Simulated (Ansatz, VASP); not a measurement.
## PbSe: VASP beside Ansatz

The input INCAR:

```
SYSTEM = PbSe
  ALGO = Normal
  EDIFF = 1E-6
  ENCUT = 520
  GGA = PE
  ISIF = 2
  ISMEAR = -1
  LASPH = .TRUE.
  LCHARG = .TRUE.
  LELF = .TRUE.
  LREAL = .FALSE.
  LVHAR = .TRUE.
  LWAVE = .FALSE.
  NBANDS = 17
  NELM = 100
  PREC = Accurate
  SIGMA = 0.02
```

Contents of KPOINTS:

```
k-points
0
G
  8 8 8
  0 0 0
```

File POSCAR:

```
PbSe
1.0
    0.0000000000      3.0887022195      3.0887022195
    3.0887022195      0.0000000000      3.0887022195
    3.0887022195      3.0887022195      0.0000000000
Pb Se
1 1
Direct
    0.0000000000      0.0000000000      0.0000000000
    0.5000000000      0.5000000000      0.5000000000
```

Input for Ansatz:

```yaml
crystal:
  lattice:
    - [0.0, 3.0887022195, 3.0887022195]
    - [3.0887022195, 0.0, 3.0887022195]
    - [3.0887022195, 3.0887022195, 0.0]
  atoms:
    - { symbol: Pb, position: [0.0, 0.0, 0.0] }
    - { symbol: Se, position: [0.5, 0.5, 0.5] }
kpoints:
  mp_grid: { grid: [8, 8, 8] }
  band_path:
    path:
      - [0.0, 0.0, 0.0]
      - [0.5, 0.0, 0.5]
      - [0.625, 0.25, 0.625]
      - [0.375, 0.375, 0.75]
      - [0.5, 0.5, 0.5]
      - [0.5, 0.25, 0.75]
      - [0.0, 0.0, 0.5]
    npoints: 1
hamiltonian:
  xc: pbe
scf:
  occupations: { method: fermi_dirac, width: 0.02 }
  n_extra_bands: 4
output:
  forces: true
  stress: true
  eigenvalues: true
```

Alike in both runs: task single point; functional PBE; k mesh 8 × 8 × 8; occupations fermi-dirac, width 0.02 eV; no spin polarisation.

|  | VASP | Ansatz |
| --- | --- | --- |
| version | VASP 6.6.1 | Ansatz 0.2.0 |
| potentials or method | VASP PAW PBE potentials, release 64 (Pb_d, Se) | plane waves, PAW |
| plane-wave cutoff (eV) | 520 | 420 |
| valence electrons in the cell | 20 | 30 |

```tsv
	VASP	Ansatz	Ansatz less VASP
pressure (GPa)	0.9	0.9	+0.02
```

VASP's potentials hold 20 valence electrons a cell and Ansatz's 30, so a difference there can come from the potentials and not from the codes.

Neither program's run includes spin-orbit coupling.
